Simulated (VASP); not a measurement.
# LiAl12 in VASP: relaxation of the atoms with PBE

Aim: the relaxation of the atoms of LiAl12 with PBE.

All numbers are computed with VASP 6.6.1; they aren't measurements. Logs are shortened: lines on timing, memory, paths and dates and some standing lists are left out, and cuts for length are marked.

**1. The cell of the first run**

The cell holds a slab with vacuum, 13 atoms: a = 5.714 Å, b = 5.714 Å, c = 20.102 Å, α = 90.00°, β = 90.00°, γ = 120.00°.

**2. Relaxation of the atoms, PBE**

Input file INCAR:

```
PREC = Accurate ; ENCUT = 650
EDIFF = 1E-7 ; ISMEAR = 0
SIGMA = 0.1 ; LREAL = F
LASPH = T ; NELM = 120
ALGO = Normal ; ISIF = 2
LWAVE = F ; LCHARG = F
LDIPOL = T ; IDIPOL = 3
DIPOL = 0.5 0.5 0.331 ; GGA = PE
IBRION = 2 ; NSW = 36
EDIFFG = -0.025 ; GGA_COMPAT = F
NELMIN = 4 ; NELMDL = -8
KPAR = 4
```

Input file KPOINTS:

```
regular mesh
0
Gamma
  6 6 1
```

Input file POSCAR:

```
LiAl12
1.0
    5.7143028096      0.0000000000      0.0000000000
   -2.8571514048      4.9487313980      0.0000000000
    0.0000000000      0.0000000000     20.1016425062
Al Li
12 1
Selective dynamics
Direct
    0.3333333333      0.1666666667      0.1989887144  F F F
    0.3333333333      0.6666666667      0.1989887144  F F F
    0.8333333333      0.1666666667      0.1989887144  F F F
    0.8333333333      0.6666666667      0.1989887144  F F F
    0.1666666667      0.3333333333      0.3134533093  F F F
    0.1666666667      0.8333333333      0.3134533093  F F F
    0.6666666667      0.3333333333      0.3134533093  F F F
    0.6666666667      0.8333333333      0.3134533093  F F F
    0.0000000000      0.0000000000      0.4279074460  F F F
    0.0000000000      0.5000000000      0.4279074460  F F F
    0.5000000000      0.0000000000      0.4279074460  F F F
    0.5000000000      0.5000000000      0.4279074460  F F F
    0.0000000000      0.1666666667      0.5438475403  F F T
```

Potentials or basis: VASP PAW PBE potentials, release 64 (Al, Li_sv).

Launch:

```sh
$ cat potpaw_PBE.64/Al/POTCAR potpaw_PBE.64/Li_sv/POTCAR > POTCAR
$ mpirun -np 4 vasp_std > vasp.out
```

OUTCAR:

```text
PREC = Accurate
   ENCUT = 650
   EDIFF = 1E-7
   ISMEAR = 0
   LREAL = F
   LASPH = T
   NELM = 120
   ISIF = 2
   GGA = PE
   IBRION = 2
   NSW = 36
   EDIFFG = -0.025
   NELMIN = 4
   NELMDL = -8

 ion  position               nearest neighbor table
   1  0.333  0.167  0.199-   5 2.83   6 2.83   7 2.83   4 2.86   2 2.86   2 2.86   4 2.86   3 2.86
                             3 2.86
   2  0.333  0.667  0.199-   6 2.83   5 2.83   8 2.83   3 2.86   1 2.86   1 2.86   3 2.86   4 2.86
                             4 2.86
   3  0.833  0.167  0.199-   7 2.83   8 2.83   5 2.83   4 2.86   2 2.86   4 2.86   2 2.86   1 2.86
                             1 2.86
   4  0.833  0.667  0.199-   8 2.83   7 2.83   6 2.83   3 2.86   1 2.86   3 2.86   1 2.86   2 2.86
                             2 2.86
   5  0.167  0.333  0.313-   9 2.83  12 2.83  10 2.83   1 2.83   2 2.83   3 2.83   8 2.86   6 2.86
                             6 2.86   8 2.86   7 2.86   7 2.86
   6  0.167  0.833  0.313-  10 2.83  11 2.83   9 2.83   2 2.83   1 2.83   4 2.83   7 2.86   5 2.86
                             5 2.86   7 2.86   8 2.86   8 2.86
   7  0.667  0.333  0.313-  11 2.83  10 2.83  12 2.83   3 2.83   4 2.83   1 2.83   8 2.86   6 2.86
                             8 2.86   6 2.86   5 2.86   5 2.86
   8  0.667  0.833  0.313-  12 2.83   9 2.83  11 2.83   4 2.83   3 2.83   2 2.83   7 2.86   5 2.86
                             7 2.86   5 2.86   6 2.86   6 2.86
   9  0.000  0.000  0.428-  13 2.52   5 2.83   8 2.83   6 2.83  12 2.86  10 2.86  10 2.86  12 2.86
                            11 2.86  11 2.86
  10  0.000  0.500  0.428-   6 2.83   7 2.83   5 2.83   9 2.86  11 2.86   9 2.86  11 2.86  12 2.86
                            12 2.86
  11  0.500  0.000  0.428-   7 2.83   6 2.83   8 2.83  10 2.86  12 2.86  12 2.86  10 2.86   9 2.86
                             9 2.86
  12  0.500  0.500  0.428-   8 2.83   5 2.83   7 2.83   9 2.86  11 2.86  11 2.86   9 2.86  10 2.86
                            10 2.86
  13  0.000  0.167  0.544-   9 2.52

  LATTYP: Found a hexagonal cell.
 ALAT       =     5.7143028096
 C/A-ratio  =     3.5177769145

  Lattice vectors:

 A1 = (   5.7143028096,   0.0000000000,   0.0000000000)
 A2 = (  -2.8571514048,   4.9487313980,   0.0000000000)
 A3 = (   0.0000000000,   0.0000000000,  20.1016425062)

Analysis of symmetry for initial positions (statically):
=====================================================================
 Subroutine PRICEL returns:
 Original cell was already a primitive cell.

 Routine SETGRP: Setting up the symmetry group for a
 hexagonal supercell.

 Subroutine GETGRP returns: Found  1 space group operations
 (whereof  1 operations were pure point group operations)
 out of a pool of 24 trial point group operations.

The static configuration has the point symmetry C_1 .

Analysis of symmetry for dynamics (positions and initial velocities):
=====================================================================
 Subroutine PRICEL returns:
 Original cell was already a primitive cell.

 Routine SETGRP: Setting up the symmetry group for a
 hexagonal supercell.

 Subroutine GETGRP returns: Found  1 space group operations
 (whereof  1 operations were pure point group operations)
 out of a pool of 24 trial point group operations.

The dynamic configuration has the point symmetry C_1 .

Analysis of constrained symmetry for selective dynamics:
=====================================================================
 Subroutine PRICEL returns:
 Original cell was already a primitive cell.

 Routine SETGRP: Setting up the symmetry group for a
 hexagonal supercell.

 Subroutine GETGRP returns: Found  1 space group operations
 (whereof  1 operations were pure point group operations)
 out of a pool of 24 trial point group operations.

The constrained configuration has the point symmetry C_1 .

 Subroutine INISYM returns: Found  1 space group operations
 (whereof  1 operations are pure point group operations),
 and found     1 'primitive' translations

----------------------------------------------------------------------------------------

                                     Primitive cell

  volume of cell :     568.4453

  direct lattice vectors                    reciprocal lattice vectors
     5.714302810  0.000000000  0.000000000     0.174999476  0.101035995  0.000000000
    -2.857151405  4.948731398  0.000000000     0.000000000  0.202071990  0.000000000
     0.000000000  0.000000000 20.101642506     0.000000000  0.000000000  0.049747179

  length of vectors
     5.714302810  5.714302810 20.101642506     0.202071990  0.202071990  0.049747179

  position of ions in fractional coordinates (direct lattice)
     0.333333333  0.166666667  0.198988714
     0.333333333  0.666666667  0.198988714
     0.833333333  0.166666667  0.198988714
     0.833333333  0.666666667  0.198988714
     0.166666667  0.333333333  0.313453309
     0.166666667  0.833333333  0.313453309
     0.666666667  0.333333333  0.313453309
     0.666666667  0.833333333  0.313453309
     0.000000000  0.000000000  0.427907446
     0.000000000  0.500000000  0.427907446
     0.500000000  0.000000000  0.427907446
     0.500000000  0.500000000  0.427907446
     0.000000000  0.166666667  0.543847540

  ion indices of the primitive-cell ions
   primitive index   ion index
                 1           1
                 2           2
                 3           3
                 4           4
                 5           5
                 6           6
                 7           7
                 8           8
                 9           9
                10          10
                11          11
                12          12
                13          13

----------------------------------------------------------------------------------------

 KPOINTS: regular mesh

Automatic generation of k-mesh.
 Grid dimensions read from file:
 generate k-points for:    6    6    1

 Generating k-lattice:

  Cartesian coordinates                     Fractional coordinates (reciprocal lattice)
     0.029166579  0.016839332  0.000000000     0.166666667  0.000000000  0.000000000
     0.000000000  0.033678665  0.000000000     0.000000000  0.166666667  0.000000000
     0.000000000  0.000000000  0.049747179     0.000000000  0.000000000  1.000000000

  Length of vectors
     0.033678665  0.033678665  0.049747179

  Shift w.r.t. Gamma in fractional coordinates (k-lattice)
     0.000000000  0.000000000  0.000000000

 Subroutine IBZKPT returns following result:
 ===========================================

 Found     20 irreducible k-points:

 Following reciprocal coordinates:
            Coordinates               Weight
  0.000000  0.000000  0.000000      1.000000
  0.166667  0.000000  0.000000      2.000000
  0.000000  0.166667  0.000000      2.000000
 -0.166667  0.166667  0.000000      2.000000
  0.333333 -0.000000  0.000000      2.000000
  0.000000  0.333333  0.000000      2.000000
[... 12 lines left out ...]
  0.500000 -0.166667  0.000000      2.000000
  0.333333  0.333333  0.000000      2.000000
   k-points           NKPTS =     20   k-points in BZ     NKDIM =     20   number of bands    NBANDS=     26
   number of dos      NEDOS =    301   number of ions     NIONS =     13
   total plane-waves  NPLWV = 387072
   dimension x,y,z NGX =    48 NGY =   48 NGZ =  168
   dimension x,y,z NGXF=    96 NGYF=   96 NGZF=  336
   ions per type =              12   1
   NGX,Y,Z   is equivalent  to a cutoff of  13.96, 13.96, 13.89 a.u.
   NGXF,Y,Z  is equivalent  to a cutoff of  27.93, 27.93, 27.79 a.u.
 SYSTEM =  unknown system
   PREC   = accura    normal or accurate (medium, high low for compatibility)
   ISTART =      0    job   : 0-new  1-cont  2-samecut
   ICHARG =      2    charge: 1-file 2-atom 10-const
   ISPIN  =      1    spin polarized calculation?
   LNONCOLLINEAR =      F non collinear calculations
   LSORBIT =      F    spin-orbit coupling
   LASPH  =      T    aspherical Exc in radial PAW
   ENCUT  =  650.0 eV  47.77 Ry    6.91 a.u.  11.88 11.88 41.79*2*pi/ulx,y,z
   NELM   =    120;   NELMIN=  4; NELMDL= -8     # of ELM steps
   EDIFF  = 0.1E-06   stopping-criterion for ELM
   LREAL  =      F    real-space projection
   EDIFFG = -.3E-01   stopping-criterion for IOM
   NSW    =     36    number of steps for IOM
   IBRION =      2    ionic relax: 0-MD 1-quasi-New 2-CG
   NFREE  =      1    steps in history (QN), initial steepest desc. (CG)
   ISIF   =      2    stress and relaxation
   ISYM   =      2    0-nonsym 1-usesym 2-fastsym
   POTIM  = 0.5000    time-step for ionic-motion
   TEBEG  =    0.0;   TEEND  =   0.0 temperature during run
   PSTRESS=    0.0 pullay stress
   NELECT =      39.0000    total number of electrons
   NUPDOWN=      -1.0000    fix difference up-down
   EMIN   =  10.00;   EMAX   =-10.00  energy-range for DOS
   EFERMI =   0.00;   METHOD = LEGACY
   ISMEAR =     0;   SIGMA  =   0.10  broadening in eV -4-tet -1-fermi 0-gaus
   EFERMI_NEDOS =   21; number of points for ismear=-14 and -15
   IALGO  =     38    algorithm
   IMIX   =      4    mixing-type and parameters
     AMIX     =   0.40;   BMIX     =  1.00
     AMIX_MAG =   1.60;   BMIX_MAG =  1.00
  volume/ion in A,a.u.               =      43.73       295.08
  Fermi-wavevector in a.u.,A,eV,Ry     =   0.670193  1.266482  6.111182  0.449159
  Thomas-Fermi vector in A             =   1.745637
   LORBIT       =      0    0 simple, 1 ext, 2 COOP (PROOUT), +10 PAW based schemes
   GGA     = PE    functional components
   LHFCALC =     F    Hartree Fock is set to
   AEXX    =    0.0000 exact exchange contribution
   IVDW    =     0    specifies the selected vdW correction
   LEPSILON=     F    determine dielectric tensor
   LRPA    =     F    only Hartree local field effects (RPA)
 conjugate gradient relaxation of ions
 non-spin polarized calculation
 Gauss-broadening in eV      SIGMA  =   0.10
  energy-cutoff  :      650.00
  volume of cell :      568.45
 maximum number of plane-waves:     21436
   NGX = 23   NGY = 23   NGZ = 83

--------------------------------------- Ionic step        1  -------------------------------------------

 number of electron      38.9999995 magnetization

 Free energy of the ion-electron system (eV)
  ---------------------------------------------------
  ext. energy  EPLUGINS =         0.00000000
  ---------------------------------------------------
  free energy    TOTEN  =       -43.79397231 eV

  energy without entropy =      -43.75892651  energy(sigma->0) =      -43.77644941

------------------------ aborting loop because EDIFF is reached ----------------------------------------

  FORCE on cell =-STRESS in cart. coord.  units (eV):
  Direction    XX          YY          ZZ          XY          YZ          ZX
  --------------------------------------------------------------------------------------
  -------------------------------------------------------------------------------------
  Total       -2.5654447     -2.3294987      0.3490977     -0.3160407      0.6130944     -0.2998818
  in kB       -7.2307703     -6.5657505      0.9839407     -0.8907688      1.7280220     -0.8452242
  external PRESSURE =      -4.2708600 kB  Pullay stress =       0.0000000 kB
[... 126 lines left out ...]
  energy  without entropy=      -43.7595775683  energy(sigma->0) =      -43.77724961

--------------------------------------- Ionic step        4  -------------------------------------------

 number of electron      38.9999994 magnetization

 dipolmoment           0.000000      0.000000     -0.284875 electrons x Angstroem

 Free energy of the ion-electron system (eV)
  ---------------------------------------------------
  ext. energy  EPLUGINS =         0.00000000
  ---------------------------------------------------
  free energy    TOTEN  =       -43.79513518 eV

  energy without entropy =      -43.75929314  energy(sigma->0) =      -43.77721416

 E-fermi :   0.8742     XC(G=0):  -4.8365

 val. band max:        0.8622107667   @ k =  -0.1667   0.3333   0.0000
 cond. band min:       0.9304921715   @ k =  -0.1667   0.3333   0.0000
 fundamental gap:      0.0682814048
 Fermi energy:         0.8742150831

 k-point     1 :       0.0000    0.0000    0.0000
  band No.  band energies     occupation
      1     -47.3249      2.00000
      2      -9.6620      2.00000
      3      -7.9721      2.00000
      4      -5.3364      2.00000
      5      -3.7958      2.00000
      6      -3.7885      2.00000
[... 569 lines left out ...]
     25       2.8570      0.00000
     26       3.1484      0.00000

------------------------ aborting loop because EDIFF is reached ----------------------------------------

 vacuum level on the upper side and lower side of the slab       (xc-potential included)        -1.421         0.482

  FORCE on cell =-STRESS in cart. coord.  units (eV):
  Direction    XX          YY          ZZ          XY          YZ          ZX
  --------------------------------------------------------------------------------------
  -------------------------------------------------------------------------------------
  Total       -2.5307491     -2.2634050      0.5834874     -0.3467590      0.6846990     -0.3349974
  in kB       -7.1329799     -6.3794639      1.6445740     -0.9773490      1.9298414     -0.9441984
  external PRESSURE =      -3.9559566 kB  Pullay stress =       0.0000000 kB

 VOLUME and BASIS-vectors are now :
 -----------------------------------------------------------------------------
  energy-cutoff  :      650.00
  volume of cell :      568.45
      direct lattice vectors                 reciprocal lattice vectors
     5.714302810  0.000000000  0.000000000     0.174999476  0.101035995  0.000000000
    -2.857151405  4.948731398  0.000000000     0.000000000  0.202071990  0.000000000
     0.000000000  0.000000000 20.101642506     0.000000000  0.000000000  0.049747179
[... 19 lines left out ...]
  FREE ENERGIE OF THE ION-ELECTRON SYSTEM (eV)
  ---------------------------------------------------
  free  energy   TOTEN  =       -43.7951351819 eV

  energy  without entropy=      -43.7592931431  energy(sigma->0) =      -43.77721416

 reached required accuracy - stopping structural energy minimisation

 vacuum level on the upper side and lower side of the slab         2.547         4.493
```

It took 15 min on 4 MPI ranks of Intel Xeon Platinum 8259CL at 2.50GHz (Skylake/Cascade Lake), shared host; peak memory 1.1 GiB.

Results:

| Property | Result |
| --- | --- |
| Free energy | -43.7951 eV |
| Energy gained by relaxing | 0.1 meV/atom |
| Ionic steps | 4 |
| Band gap on the k mesh | zero (an odd number of electrons rules out a gap without spin polarisation) |

Step by step:
```tsv
step	energy change (eV)	largest force on free atoms (eV/Å)	pressure (GPa)
1	0.0000	0.0809	-0.43
2	-0.0003	0.0710	-0.42
3	-0.0009	0.0403	-0.41
4	-0.0012	0.0226	-0.40
```

Final structure:
```
Al Li
1.0
     5.71430    0.00000    0.00000
    -2.85715    4.94873    0.00000
     0.00000    0.00000   20.10164
Al Li
12 1
Direct
  0.33333 0.16667 0.19899
  0.33333 0.66667 0.19899
  0.83333 0.16667 0.19899
  0.83333 0.66667 0.19899
  0.16667 0.33333 0.31345
  0.16667 0.83333 0.31345
  0.66667 0.33333 0.31345
  0.66667 0.83333 0.31345
  0.00000 0.00000 0.42791
  0.00000 0.50000 0.42791
  0.50000 0.00000 0.42791
  0.50000 0.50000 0.42791
  0.00000 0.16667 0.54191
```

The gap in the log of VASP goes by the Fermi energy; the results here count the filled bands.